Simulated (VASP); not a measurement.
## K: single point with LDA

The system is K.

```
K
1.0
    -2.61800    2.69654    2.61800
     2.61800   -2.69654    2.61800
     2.61800    2.69654   -2.61800
K
1
Direct
  0.00000 0.00000 0.00000
```

This cell differs from its parent crystal: strain +0.0300 x Voigt [0, 1, 0, 0, 0, 0].

```
Program                : VASP 6.6.1
Task                   : single point
Functional             : LDA
Potentials or basis    : VASP PAW LDA potentials, release 64 (K_sv)
Cutoff                 : 520 eV
k mesh                 : 14 × 14 × 14
Occupations            : gaussian, width 0.15 eV
Spin                   : no spin polarisation
Dipole correction      : no
Further INCAR settings : ALGO = Fast; EDIFF = 1e-07; NBANDS = 10
```

```json
{
  "Pressure": "-0.5 GPa"
}
```

Levels at points of the mesh, in eV from the Fermi level:
```
           k point  band 1  band 2  band 3  band 4  band 5  band 6  band 7  band 8  band 9  band 10
(0.00, 0.00, 0.00)  -31.83  -15.51  -15.51  -15.51   -2.16    4.11    4.11    4.25    4.99     5.17
(0.50, 0.00, 0.00)  -31.82  -15.58  -15.53  -15.51    0.38    0.71    3.13    4.67    5.55     6.04
(0.00, 0.50, 0.00)  -31.82  -15.57  -15.53  -15.51    0.45    0.78    2.97    4.78    5.64     5.98
(0.50, 0.50, 0.50)  -31.82  -15.56  -15.55  -15.55    1.63    1.72    3.23    3.55    3.55     5.28
```

Run time: 4.7 min on 1 thread of AMD EPYC 7R43 64-Core Processor (Zen 3), on a shared host, peak memory 0.25 GiB.

Caveat: the cell differs from its parent crystal (strain +0.0300 x Voigt [0, 1, 0, 0, 0, 0]).
